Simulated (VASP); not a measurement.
# WI2O2 (Immm) in VASP: single point with PBE

Aim: the single point of WI2O2 with PBE.

Program: VASP 6.6.1. These are calculated values, not measurements. Logs are shortened: lines on timing, memory, paths and dates and some standing lists are left out, and cuts for length are marked.

### 1 The cell of the first run

The typed cell holds 5 atoms: a = 8.835 Å, b = 8.835 Å, c = 8.835 Å, α = 155.15°, β = 155.14°, γ = 35.44°.

### 2 Single point, PBE

INCAR reads:

```
ALGO     = Normal         # electronic algorithm
EDIFF    = 1E-6           # SCF threshold, eV
ENCUT    = 520            # plane-wave cutoff, eV
GGA      = PE             # functional
ISIF     = 2              # what is computed and relaxed
ISMEAR   = 0              # smearing method
LASPH    = True           # aspherical terms in the spheres
LCHARG   = True           # write CHGCAR
LELF     = True           # ELF
LREAL    = False          # projectors in reciprocal space
LVHAR    = True         
LWAVE    = False          # write WAVECAR
NBANDS   = 28             # bands
NELM     = 100            # most SCF steps
PREC     = Accurate       # precision mode
SIGMA    = 0.05           # smearing width, eV
```

KPOINTS reads:

```
k-points
0
Gamma
  10 10 10
```

POSCAR reads:

```
WI2O2
1.0
   -1.9009699206      1.9016517293      8.4160360409
    1.9009699206     -1.9016517293      8.4160360409
    1.9009699206      1.9016517293     -8.4160360409
W I O
1 2 2
Direct
    0.0000000000      0.0000000000      0.0000000000
    0.1611726038      0.1611726038      0.0000000000
    0.8388273962      0.8388273962      0.0000000000
    0.5000000000      0.0000000000      0.5000000000
    0.0000000000      0.5000000000      0.5000000000
```

Potentials or basis: VASP PAW PBE potentials, release 64 (W_sv, I, O).

Command:

```console
cat potpaw_PBE.64/W_sv/POTCAR potpaw_PBE.64/I/POTCAR potpaw_PBE.64/O/POTCAR > POTCAR
mpirun -np 1 vasp_std > vasp.out
```

OUTCAR:

```text
EDIFF = 1E-6
   ENCUT = 520
   GGA = PE
   ISIF = 2
   ISMEAR = 0
   LASPH = True
   LREAL = False
   NELM = 100
   PREC = Accurate

 ion  position               nearest neighbor table
   1  0.000  0.000  0.000-   5 1.90   5 1.90   4 1.90   4 1.90   2 2.71   3 2.71
   2  0.161  0.161  0.000-   1 2.71
   3  0.839  0.839  0.000-   1 2.71
   4  0.500  0.000  0.500-   1 1.90   1 1.90
   5  0.000  0.500  0.500-   1 1.90   1 1.90

  LATTYP: Found a body centered orthorhombic cell.
 ALAT       =     3.8019398412
 B/A-ratio  =     1.0003586636
 C/A-ratio  =     4.4272326194

  Lattice vectors:

 A1 = (  -1.9009699206,   1.9016517293,   8.4160360409)
 A2 = (   1.9009699206,  -1.9016517293,   8.4160360409)
 A3 = (   1.9009699206,   1.9016517293,  -8.4160360409)

Analysis of symmetry for initial positions (statically):
=====================================================================
 Subroutine PRICEL returns:
 Original cell was already a primitive cell.

 Routine SETGRP: Setting up the symmetry group for a
 body centered orthorhombic supercell.

 Subroutine GETGRP returns: Found  8 space group operations
 (whereof  8 operations were pure point group operations)
 out of a pool of  8 trial point group operations.

The static configuration has the point symmetry D_2h.

Analysis of symmetry for dynamics (positions and initial velocities):
=====================================================================
 Subroutine PRICEL returns:
 Original cell was already a primitive cell.

 Routine SETGRP: Setting up the symmetry group for a
 body centered orthorhombic supercell.

 Subroutine GETGRP returns: Found  8 space group operations
 (whereof  8 operations were pure point group operations)
 out of a pool of  8 trial point group operations.

The dynamic configuration has the point symmetry D_2h.

 Subroutine INISYM returns: Found  8 space group operations
 (whereof  8 operations are pure point group operations),
 and found     1 'primitive' translations

----------------------------------------------------------------------------------------

                                     Primitive cell

  volume of cell :     121.6953

  direct lattice vectors                    reciprocal lattice vectors
    -1.900969921  1.901651729  8.416036041     0.000000000  0.262929322  0.059410392
     1.900969921 -1.901651729  8.416036041     0.263023625  0.000000000  0.059410392
     1.900969921  1.901651729 -8.416036041     0.263023625  0.262929322  0.000000000

  length of vectors
     8.835136025  8.835136025  8.835136025     0.269557829  0.269649814  0.371904902

  position of ions in fractional coordinates (direct lattice)
     0.000000000  0.000000000  0.000000000
     0.161172604  0.161172604  0.000000000
     0.838827396  0.838827396  0.000000000
     0.500000000  0.000000000  0.500000000
     0.000000000  0.500000000  0.500000000

  ion indices of the primitive-cell ions
   primitive index   ion index
                 1           1
                 2           2
                 3           3
                 4           4
                 5           5

----------------------------------------------------------------------------------------

 KPOINTS: k-points

Automatic generation of k-mesh.
 Grid dimensions read from file:
 generate k-points for:   10   10   10

 Generating k-lattice:

  Cartesian coordinates                     Fractional coordinates (reciprocal lattice)
     0.000000000  0.026292932  0.005941039     0.100000000 -0.000000000  0.000000000
     0.026302363  0.000000000  0.005941039     0.000000000  0.100000000  0.000000000
     0.026302363  0.026292932  0.000000000     0.000000000 -0.000000000  0.100000000

  Length of vectors
     0.026955783  0.026964981  0.037190490

  Shift w.r.t. Gamma in fractional coordinates (k-lattice)
     0.000000000  0.000000000  0.000000000

 Subroutine IBZKPT returns following result:
 ===========================================

 Found    171 irreducible k-points:

 Following reciprocal coordinates:
            Coordinates               Weight
  0.000000  0.000000  0.000000      1.000000
  0.100000  0.000000 -0.000000      4.000000
  0.200000  0.000000 -0.000000      4.000000
  0.300000  0.000000 -0.000000      4.000000
  0.400000  0.000000  0.000000      4.000000
  0.500000  0.000000 -0.000000      2.000000
[... 16 lines left out ...]
 -0.400000  0.200000  0.000000      8.000000
 -0.300000  0.200000  0.000000      8.000000
 [... further k-points ...]
   k-points           NKPTS =    171   k-points in BZ     NKDIM =    171   number of bands    NBANDS=     28
   number of dos      NEDOS =    301   number of ions     NIONS =      5
   total plane-waves  NPLWV = 343000
   dimension x,y,z NGX =    70 NGY =   70 NGZ =   70
   dimension x,y,z NGXF=   140 NGYF=  140 NGZF=  140
   ions per type =               1   2   2
   NGX,Y,Z   is equivalent  to a cutoff of  13.17, 13.17, 13.17 a.u.
   NGXF,Y,Z  is equivalent  to a cutoff of  26.34, 26.34, 26.34 a.u.
 SYSTEM =  unknown system
   PREC   = accura    normal or accurate (medium, high low for compatibility)
   ISTART =      0    job   : 0-new  1-cont  2-samecut
   ICHARG =      2    charge: 1-file 2-atom 10-const
   ISPIN  =      1    spin polarized calculation?
   LNONCOLLINEAR =      F non collinear calculations
   LSORBIT =      F    spin-orbit coupling
   LASPH  =      T    aspherical Exc in radial PAW
   ENCUT  =  520.0 eV  38.22 Ry    6.18 a.u.  16.43 16.43 16.43*2*pi/ulx,y,z
   NELM   =    100;   NELMIN=  2; NELMDL= -5     # of ELM steps
   EDIFF  = 0.1E-05   stopping-criterion for ELM
   LREAL  =      F    real-space projection
   EDIFFG = 0.1E-04   stopping-criterion for IOM
   NSW    =      0    number of steps for IOM
   IBRION =     -1    ionic relax: 0-MD 1-quasi-New 2-CG
   NFREE  =      0    steps in history (QN), initial steepest desc. (CG)
   ISIF   =      2    stress and relaxation
   ISYM   =      2    0-nonsym 1-usesym 2-fastsym
   POTIM  = 0.5000    time-step for ionic-motion
   TEBEG  =    0.0;   TEEND  =   0.0 temperature during run
   PSTRESS=    0.0 pullay stress
   NELECT =      40.0000    total number of electrons
   NUPDOWN=      -1.0000    fix difference up-down
   EMIN   =  10.00;   EMAX   =-10.00  energy-range for DOS
   EFERMI =   0.00;   METHOD = LEGACY
   ISMEAR =     0;   SIGMA  =   0.05  broadening in eV -4-tet -1-fermi 0-gaus
   EFERMI_NEDOS =   21; number of points for ismear=-14 and -15
   IALGO  =     38    algorithm
   IMIX   =      4    mixing-type and parameters
     AMIX     =   0.40;   BMIX     =  1.00
     AMIX_MAG =   1.60;   BMIX_MAG =  1.00
  volume/ion in A,a.u.               =      24.34       164.25
  Fermi-wavevector in a.u.,A,eV,Ry     =   1.129805  2.135022 17.367289  1.276460
  Thomas-Fermi vector in A             =   2.266500
   LORBIT       =      0    0 simple, 1 ext, 2 COOP (PROOUT), +10 PAW based schemes
   GGA     = PE    functional components
   LHFCALC =     F    Hartree Fock is set to
   AEXX    =    0.0000 exact exchange contribution
   IVDW    =     0    specifies the selected vdW correction
   LEPSILON=     F    determine dielectric tensor
   LRPA    =     F    only Hartree local field effects (RPA)
 non-spin polarized calculation
 Gauss-broadening in eV      SIGMA  =   0.05
  energy-cutoff  :      520.00
  volume of cell :      121.70
 maximum number of plane-waves:      3302
 NGX is ok and might be reduce to    70
   NGX = 33   NGY = 33   NGZ = 33

 number of electron      40.0000000 magnetization

 Free energy of the ion-electron system (eV)
  ---------------------------------------------------
  ext. energy  EPLUGINS =         0.00000000
  ---------------------------------------------------
  free energy    TOTEN  =       -32.10500290 eV

  energy without entropy =      -32.10257912  energy(sigma->0) =      -32.10379101

 E-fermi :   3.6321     XC(G=0):  -9.0213

 val. band max:        3.6308499850   @ k =  -0.2000  -0.3000   0.2000
 cond. band min:       3.6392980554   @ k =  -0.2000  -0.1000   0.1000
 fundamental gap:      0.0084480704
 Fermi energy:         3.6320644143

 k-point     1 :       0.0000    0.0000    0.0000
  band No.  band energies     occupation
      1     -72.0497      2.00000
      2     -36.2968      2.00000
      3     -36.2959      2.00000
      4     -36.1076      2.00000
      5     -16.1581      2.00000
      6     -15.6160      2.00000
[... 20 lines left out ...]
     27       9.3921      0.00000
     28      10.4120      0.00000

 k-point     2 :       0.1000    0.0000   -0.0000
  band No.  band energies     occupation
      1     -72.0496      2.00000
      2     -36.3040      2.00000
      3     -36.2964      2.00000
      4     -36.1072      2.00000
      5     -16.0942      2.00000
      6     -15.5584      2.00000
[... 20 lines left out ...]
     27       9.6930      0.00000
     28      10.7735      0.00000

 k-point     3 :       0.2000    0.0000   -0.0000
  band No.  band energies     occupation
      1     -72.0494      2.00000
      2     -36.3252      2.00000
      3     -36.2955      2.00000
      4     -36.1063      2.00000
      5     -15.9783      2.00000
      6     -15.3374      2.00000
[... 20 lines left out ...]
     27      10.3443      0.00000
     28      11.5895      0.00000

 k-point     4 :       0.3000    0.0000   -0.0000
  band No.  band energies     occupation
      1     -72.0492      2.00000
      2     -36.3513      2.00000
      3     -36.2943      2.00000
      4     -36.1050      2.00000
      5     -15.9079      2.00000
      6     -14.9462      2.00000
[... 578 lines left out ...]
     27      10.8164      0.00000
     28      11.5646      0.00000

 k-point    23 :      -0.4000    0.2000    0.0000
  band No.  band energies     occupation
      1     -72.0489      2.00000
      2     -36.3708      2.00000
      3     -36.3228      2.00000
      4     -36.1026      2.00000
      5     -15.4232      2.00000
      6     -14.5422      2.00000
[... 20 lines left out ...]
     27      11.0003      0.00000
     28      11.5656      0.00000

 k-point    24 :      -0.3000    0.2000    0.0000
  band No.  band energies     occupation
      1     -72.0490      2.00000
      2     -36.3499      2.00000
      3     -36.3238      2.00000
      4     -36.1036      2.00000
      5     -15.4653      2.00000
      6     -14.9251      2.00000
[... 20 lines left out ...]
     27      11.3799      0.00000
     28      11.6721      0.00000

 [... further k-points ...]
[... 5 lines left out ...]
  --------------------------------------------------------------------------------------
  -------------------------------------------------------------------------------------
  Total        2.0072298      1.9330515      1.3546139      0.0000000      0.0000000      0.0000000
  in kB       26.4261489     25.4495555     17.8341455      0.0000000      0.0000000      0.0000000
  external PRESSURE =      23.2366166 kB  Pullay stress =       0.0000000 kB

 VOLUME and BASIS-vectors are now :
 -----------------------------------------------------------------------------
  energy-cutoff  :      520.00
  volume of cell :      121.70
      direct lattice vectors                 reciprocal lattice vectors
    -1.900969921  1.901651729  8.416036041     0.000000000  0.262929322  0.059410392
     1.900969921 -1.901651729  8.416036041     0.263023625  0.000000000  0.059410392
     1.900969921  1.901651729 -8.416036041     0.263023625  0.262929322  0.000000000

 POSITION                                       TOTAL-FORCE (eV/Angst)
 -----------------------------------------------------------------------------------
      0.00000      0.00000      0.00000        -0.000000     -0.000000     -0.000000
      0.00000      0.00000      2.71287        -0.000000      0.000000      0.000971
      0.00000      0.00000     14.11920         0.000000     -0.000000     -0.000971
      0.00000      1.90165      0.00000        -0.000000     -0.000000      0.000000
      1.90097      0.00000      0.00000        -0.000000     -0.000000     -0.000000
 -----------------------------------------------------------------------------------
    total drift:                                0.000000     -0.000000     -0.000000

  FREE ENERGIE OF THE ION-ELECTRON SYSTEM (eV)
  ---------------------------------------------------
  free  energy   TOTEN  =       -32.1050029000 eV

  energy  without entropy=      -32.1025791214  energy(sigma->0) =      -32.10379101
```

Wall time 28 min (1 thread of AMD EPYC 9R45 (Zen 5), shared host); peak memory 1 GiB.

What came out:

```yaml
Free_energy: -32.1050 eV
Pressure: 2.3 GPa
Band_gap_on_the_k_mesh: zero (bands 20 and 21 overlap by 0.51 eV)
```

Stress tensor (GPa, compression positive):
```
2.64 0.00 0.00
0.00 2.54 0.00
0.00 0.00 1.78
```

Levels at points of the mesh, in eV from the Fermi level:
```csv
k point,band 16,band 17,band 18,band 19,band 20,band 21,band 22,band 23,band 24,band 25
"(0.00, 0.00, 0.00)",-1.71,-1.70,-0.87,-0.46,-0.08,-0.07,0.48,0.49,2.25,4.56
"(0.50, 0.00, 0.00)",-3.02,-2.39,-1.45,-1.43,-0.01,0.93,2.72,2.88,3.15,6.23
"(0.00, 0.50, 0.00)",-3.02,-2.39,-1.45,-1.43,-0.01,0.93,2.72,2.89,3.15,6.23
"(0.50, 0.50, 0.00)",-2.49,-2.18,-1.94,-1.68,-1.61,2.80,2.87,3.42,4.34,5.08
"(0.50, 0.50, 0.50)",-2.26,-1.56,-1.56,-0.60,-0.59,-0.46,0.93,0.93,3.04,4.56
```

Caveat: spin-orbit coupling is left out, which moves the levels of the heavy elements.
